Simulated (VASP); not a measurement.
Wanted: the native input for a VASP 6.6.1 run.

- Task: single point
- Functional: PBE
- Potentials or basis: VASP PAW PBE potentials, release 64 (S, K_sv)
- Cutoff: 500 eV
- k mesh: 6 × 6 × 6
- Occupations: gaussian, width 0.01 eV
- Spin: no spin polarisation
- Dipole correction: no
- Further INCAR settings: ALGO = Normal; EDIFF = 1e-06; NBANDS = 19

The structure of K2S lies in POSCAR:

```
K2S
1.0
    0.0000000000      3.7664204495      3.7664204495
    3.7664204495      0.0000000000      3.7664204495
    3.7664204495      3.7664204495      0.0000000000
S K
1 2
Direct
    0.0000000000      0.0000000000      0.0000000000
    0.2500000000      0.2500000000      0.2500000000
    0.7500000000      0.7500000000      0.7500000000
```

This cell differs from its parent crystal: volume changed by +3%.

The input as run:

INCAR

```
SYSTEM = K2S
PREC = Accurate
ENCUT = 500
EDIFF = 1E-6
ISMEAR = 0
SIGMA = 0.01
LREAL = .FALSE.
LASPH = .TRUE.
NELM = 120
ALGO = Normal
ISIF = 2
LWAVE = .FALSE.
LCHARG = .TRUE.
GGA = PE
LELF = .TRUE.
LVHAR = .TRUE.
NBANDS = 19
GGA_COMPAT = .FALSE.
```

KPOINTS

```
Automatic mesh
0
G
  6 6 6
  0 0 0
```

Potentials or basis: VASP PAW PBE potentials, release 64 (S, K_sv).

The run is started by

```console
$ cat potpaw_PBE.64/S/POTCAR potpaw_PBE.64/K_sv/POTCAR > POTCAR
$ mpirun -np 1 vasp_std > vasp.out
```

It gave:

```yaml
Pressure: -0.5 GPa
Band_gap_on_the_k_mesh: 2.25 eV, indirect (least direct gap 2.40 eV)
```

Run time: 28 s on 1 thread of AMD EPYC 9R45 96-Core Processor (Zen 5), on a shared host, peak memory 0.2 GiB.
